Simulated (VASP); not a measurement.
# TiPt3 (Pm-3m) in VASP: further runs, part 2 of 2

VASP 6.6.1.

### Step 3. Single point, PBE (16.92 Å³/atom)

This run uses another cell than the first one, of 16.92 Å³/atom.

The input, INCAR:

```
  ALGO = Fast
  EDIFF = 1E-6
  ENCUT = 520
  GGA = PE
  ISIF = 2
  ISMEAR = 0
  LASPH = True
  LCHARG = True
  LELF = True
  LREAL = False
  LVHAR = True
  LWAVE = False
  NBANDS = 29
  NELM = 80
  PREC = Accurate
  SIGMA = 0.1
```

The input, KPOINTS:

```
k-points
0
Gamma
  10 10 10
```

The input, POSCAR:

```
TiPt3
1.0
    4.0756321341      0.0000000000      0.0000000000
    0.0000000000      4.0756321341      0.0000000000
    0.0000000000      0.0000000000      4.0756321341
Ti Pt
1 3
Direct
    0.0000000000      0.0000000000      0.0000000000
    0.0000000000      0.5000000000      0.5000000000
    0.5000000000      0.0000000000      0.5000000000
    0.5000000000      0.5000000000      0.0000000000
```

Potentials or basis: VASP PAW PBE potentials, release 64 (Ti_sv, Pt).

The run is started by

```console
> cat potpaw_PBE.64/Ti_sv/POTCAR potpaw_PBE.64/Pt/POTCAR > POTCAR
> mpirun -np 1 vasp_std > vasp.out
```

OUTCAR:

```text
EDIFF = 1E-6
   ENCUT = 520
   GGA = PE
   ISIF = 2
   ISMEAR = 0
   LASPH = True
   LREAL = False
   NELM = 80
   PREC = Accurate

 ion  position               nearest neighbor table
   1  0.000  0.000  0.000-   2 2.88   3 2.88   4 2.88   2 2.88   3 2.88   2 2.88   4 2.88   2 2.88
                             3 2.88   4 2.88   3 2.88   4 2.88
   2  0.000  0.500  0.500-   1 2.88   3 2.88   4 2.88   1 2.88   4 2.88   1 2.88   3 2.88   1 2.88
                             3 2.88   4 2.88   4 2.88   3 2.88
   3  0.500  0.000  0.500-   1 2.88   2 2.88   4 2.88   1 2.88   4 2.88   2 2.88   4 2.88   4 2.88
                             1 2.88   2 2.88   1 2.88   2 2.88
   4  0.500  0.500  0.000-   1 2.88   2 2.88   3 2.88   2 2.88   3 2.88   1 2.88   3 2.88   3 2.88
                             1 2.88   2 2.88   2 2.88   1 2.88

  LATTYP: Found a simple cubic cell.
 ALAT       =     4.0756321341

  Lattice vectors:

 A1 = (   4.0756321341,   0.0000000000,   0.0000000000)
 A2 = (   0.0000000000,   4.0756321341,   0.0000000000)
 A3 = (   0.0000000000,   0.0000000000,   4.0756321341)

Analysis of symmetry for initial positions (statically):
=====================================================================
 Subroutine PRICEL returns:
 Original cell was already a primitive cell.

 Routine SETGRP: Setting up the symmetry group for a
 simple cubic supercell.

 Subroutine GETGRP returns: Found 48 space group operations
 (whereof 48 operations were pure point group operations)
 out of a pool of 48 trial point group operations.

The static configuration has the point symmetry O_h .

Analysis of symmetry for dynamics (positions and initial velocities):
=====================================================================
 Subroutine PRICEL returns:
 Original cell was already a primitive cell.

 Routine SETGRP: Setting up the symmetry group for a
 simple cubic supercell.

 Subroutine GETGRP returns: Found 48 space group operations
 (whereof 48 operations were pure point group operations)
 out of a pool of 48 trial point group operations.

The dynamic configuration has the point symmetry O_h .

 Subroutine INISYM returns: Found 48 space group operations
 (whereof 48 operations are pure point group operations),
 and found     1 'primitive' translations

----------------------------------------------------------------------------------------

                                     Primitive cell

  volume of cell :      67.6994

  direct lattice vectors                    reciprocal lattice vectors
     4.075632134  0.000000000  0.000000000     0.245360711  0.000000000  0.000000000
     0.000000000  4.075632134  0.000000000     0.000000000  0.245360711  0.000000000
     0.000000000  0.000000000  4.075632134     0.000000000  0.000000000  0.245360711

  length of vectors
     4.075632134  4.075632134  4.075632134     0.245360711  0.245360711  0.245360711

  position of ions in fractional coordinates (direct lattice)
     0.000000000  0.000000000  0.000000000
     0.000000000  0.500000000  0.500000000
     0.500000000  0.000000000  0.500000000
     0.500000000  0.500000000  0.000000000

  ion indices of the primitive-cell ions
   primitive index   ion index
                 1           1
                 2           2
                 3           3
                 4           4

----------------------------------------------------------------------------------------

 KPOINTS: k-points

Automatic generation of k-mesh.
 Grid dimensions read from file:
 generate k-points for:   10   10   10

 Generating k-lattice:

  Cartesian coordinates                     Fractional coordinates (reciprocal lattice)
     0.024536071  0.000000000  0.000000000     0.100000000  0.000000000  0.000000000
     0.000000000  0.024536071  0.000000000     0.000000000  0.100000000  0.000000000
     0.000000000  0.000000000  0.024536071     0.000000000  0.000000000  0.100000000

  Length of vectors
     0.024536071  0.024536071  0.024536071

  Shift w.r.t. Gamma in fractional coordinates (k-lattice)
     0.000000000  0.000000000  0.000000000

 Subroutine IBZKPT returns following result:
 ===========================================

 Found     56 irreducible k-points:

 Following reciprocal coordinates:
            Coordinates               Weight
  0.000000  0.000000  0.000000      1.000000
  0.100000  0.000000  0.000000      6.000000
  0.200000  0.000000  0.000000      6.000000
  0.300000  0.000000  0.000000      6.000000
  0.400000  0.000000  0.000000      6.000000
  0.500000  0.000000  0.000000      3.000000
[... 16 lines left out ...]
  0.200000  0.100000  0.100000     24.000000
  0.300000  0.100000  0.100000     24.000000
 [... further k-points ...]
   k-points           NKPTS =     56   k-points in BZ     NKDIM =     56   number of bands    NBANDS=     29
   number of dos      NEDOS =    301   number of ions     NIONS =      4
   total plane-waves  NPLWV =  27000
   dimension x,y,z NGX =    30 NGY =   30 NGZ =   30
   dimension x,y,z NGXF=    60 NGYF=   60 NGZF=   60
   ions per type =               1   3
   NGX,Y,Z   is equivalent  to a cutoff of  12.24, 12.24, 12.24 a.u.
   NGXF,Y,Z  is equivalent  to a cutoff of  24.47, 24.47, 24.47 a.u.
 SYSTEM =  unknown system
   PREC   = accura    normal or accurate (medium, high low for compatibility)
   ISTART =      0    job   : 0-new  1-cont  2-samecut
   ICHARG =      2    charge: 1-file 2-atom 10-const
   ISPIN  =      1    spin polarized calculation?
   LNONCOLLINEAR =      F non collinear calculations
   LSORBIT =      F    spin-orbit coupling
   LASPH  =      T    aspherical Exc in radial PAW
   ENCUT  =  520.0 eV  38.22 Ry    6.18 a.u.   7.58  7.58  7.58*2*pi/ulx,y,z
   NELM   =     80;   NELMIN=  2; NELMDL= -5     # of ELM steps
   EDIFF  = 0.1E-05   stopping-criterion for ELM
   LREAL  =      F    real-space projection
[... 7 lines left out ...]
   TEBEG  =    0.0;   TEEND  =   0.0 temperature during run
   PSTRESS=    0.0 pullay stress
   NELECT =      42.0000    total number of electrons
   NUPDOWN=      -1.0000    fix difference up-down
   EMIN   =  10.00;   EMAX   =-10.00  energy-range for DOS
   EFERMI =   0.00;   METHOD = LEGACY
   ISMEAR =     0;   SIGMA  =   0.10  broadening in eV -4-tet -1-fermi 0-gaus
   EFERMI_NEDOS =   21; number of points for ismear=-14 and -15
   IALGO  =     68    algorithm
   IMIX   =      4    mixing-type and parameters
     AMIX     =   0.40;   BMIX     =  1.00
     AMIX_MAG =   1.60;   BMIX_MAG =  1.00
  volume/ion in A,a.u.               =      16.92       114.21
  Fermi-wavevector in a.u.,A,eV,Ry     =   1.396249  2.638528 26.524720  1.949512
  Thomas-Fermi vector in A             =   2.519622
   LORBIT       =      0    0 simple, 1 ext, 2 COOP (PROOUT), +10 PAW based schemes
   GGA     = PE    functional components
   LHFCALC =     F    Hartree Fock is set to
   AEXX    =    0.0000 exact exchange contribution
   IVDW    =     0    specifies the selected vdW correction
   LEPSILON=     F    determine dielectric tensor
   LRPA    =     F    only Hartree local field effects (RPA)
 non-spin polarized calculation
 RMM-DIIS sequential band-by-band and
 Gauss-broadening in eV      SIGMA  =   0.10
  energy-cutoff  :      520.00
  volume of cell :       67.70
 maximum number of plane-waves:      1856
   NGX = 15   NGY = 15   NGZ = 15

 number of electron      41.9999995 magnetization

 Free energy of the ion-electron system (eV)
  ---------------------------------------------------
  ext. energy  EPLUGINS =         0.00000000
  ---------------------------------------------------
  free energy    TOTEN  =       -29.17904672 eV

  energy without entropy =      -29.17357743  energy(sigma->0) =      -29.17631207

 E-fermi :   9.5826     XC(G=0): -12.5132

 val. band max:        9.5572316570   @ k =   0.5000   0.1000   0.1000
 cond. band min:       9.5855861553   @ k =   0.4000   0.0000   0.0000
 fundamental gap:      0.0283544982
 Fermi energy:         9.5826339765

 k-point     1 :       0.0000    0.0000    0.0000
  band No.  band energies     occupation
      1     -48.7669      2.00000
      2     -24.9481      2.00000
      3     -24.9481      2.00000
      4     -24.9481      2.00000
      5       0.6348      2.00000
      6       3.4932      2.00000
[... 21 lines left out ...]
     28      11.2613      0.00000
     29      16.6447      0.00000
[... 705 lines left out ...]
 k-point    24 :       0.3000    0.1000    0.1000
  band No.  band energies     occupation
      1     -48.7664      2.00000
      2     -24.9568      2.00000
      3     -24.9506      2.00000
      4     -24.9499      2.00000
      5       1.8284      2.00000
      6       4.0272      2.00000
[... 21 lines left out ...]
     28      14.1029      0.00000
     29      16.1587      0.00000

 [... further k-points ...]
[... 5 lines left out ...]
  --------------------------------------------------------------------------------------
  -------------------------------------------------------------------------------------
  Total       -7.5562561     -7.5562561     -7.5562561      0.0000000      0.0000000      0.0000000
  in kB     -178.8266825   -178.8266825   -178.8266825      0.0000000      0.0000000      0.0000000
  external PRESSURE =    -178.8266825 kB  Pullay stress =       0.0000000 kB

 VOLUME and BASIS-vectors are now :
 -----------------------------------------------------------------------------
  energy-cutoff  :      520.00
  volume of cell :       67.70
      direct lattice vectors                 reciprocal lattice vectors
     4.075632134  0.000000000  0.000000000     0.245360711  0.000000000  0.000000000
     0.000000000  4.075632134  0.000000000     0.000000000  0.245360711  0.000000000
     0.000000000  0.000000000  4.075632134     0.000000000  0.000000000  0.245360711

 POSITION                                       TOTAL-FORCE (eV/Angst)
 -----------------------------------------------------------------------------------
      0.00000      0.00000      0.00000         0.000000      0.000000      0.000000
      0.00000      2.03782      2.03782         0.000000      0.000000      0.000000
      2.03782      0.00000      2.03782         0.000000      0.000000      0.000000
      2.03782      2.03782      0.00000         0.000000      0.000000      0.000000
 -----------------------------------------------------------------------------------
    total drift:                                0.000000      0.000000     -0.000000

  FREE ENERGIE OF THE ION-ELECTRON SYSTEM (eV)
  ---------------------------------------------------
  free  energy   TOTEN  =       -29.1790467218 eV

  energy  without entropy=      -29.1735774275  energy(sigma->0) =      -29.17631207
```

OSZICAR:

```text
N       E                     dE             d eps       ncg     rms          rms(c)
DAV:   1     0.360382200165E+03    0.36038E+03   -0.20667E+04  3248   0.153E+03
DAV:   2    -0.419997506770E+01   -0.36458E+03   -0.34672E+03  3373   0.387E+02
DAV:   3    -0.317461595060E+02   -0.27546E+02   -0.26032E+02  4219   0.985E+01
[... 25 lines left out ...]
RMM:  29    -0.291790392990E+02   -0.40011E-05   -0.46375E-05  2933   0.113E-02    0.149E-03
RMM:  30    -0.291790403488E+02   -0.10498E-05   -0.16487E-05  2759   0.103E-02    0.142E-03
RMM:  31    -0.291790452949E+02   -0.49461E-05   -0.54706E-05  2756   0.984E-03    0.822E-04
RMM:  32    -0.291790463791E+02   -0.10842E-05   -0.15650E-05  2704   0.956E-03    0.498E-04
RMM:  33    -0.291790467218E+02   -0.34272E-06   -0.75121E-06  2820   0.953E-03
   1 F= -.29179047E+02 E0= -.29176312E+02  d E =-.546929E-02
```

stdout:

```text
POSCAR found type information on POSCAR TiPt
 POSCAR found :  2 types and       4 ions
 scaLAPACK will be used
 LDA part: xc-table for (Slater+PW92), standard interpolation
 POSCAR, INCAR and KPOINTS ok, starting setup
 FFT: planning ... GRIDC
 FFT: planning ... GRID_SOFT
 FFT: planning ... GRID
 WAVECAR not read
 entering main loop
WARNING in EDDRMM: call to ZHEGV failed, returncode =   6  3     14
WARNING in EDDRMM: call to ZHEGV failed, returncode =   8  4     24
WARNING in EDDRMM: call to ZHEGV failed, returncode =   6  3     12
WARNING in EDDRMM: call to ZHEGV failed, returncode =   6  3      6
```

Run time: 2 min. Hardware: 1 thread of AMD EPYC 9R45 (Zen 5), shared host; peak memory 0.2 GiB.

Results:

| Quantity | Value |
| --- | --- |
| Free energy | -29.1790 eV |
| Pressure | -17.9 GPa |
| Band gap on the k mesh | zero (bands 21 and 22 overlap by 1.50 eV) |

Caveat: the cell stands under tension; spin-orbit coupling is left out, which moves the levels of the heavy elements.

The gap in the log of VASP goes by the Fermi energy; the results here count the filled bands.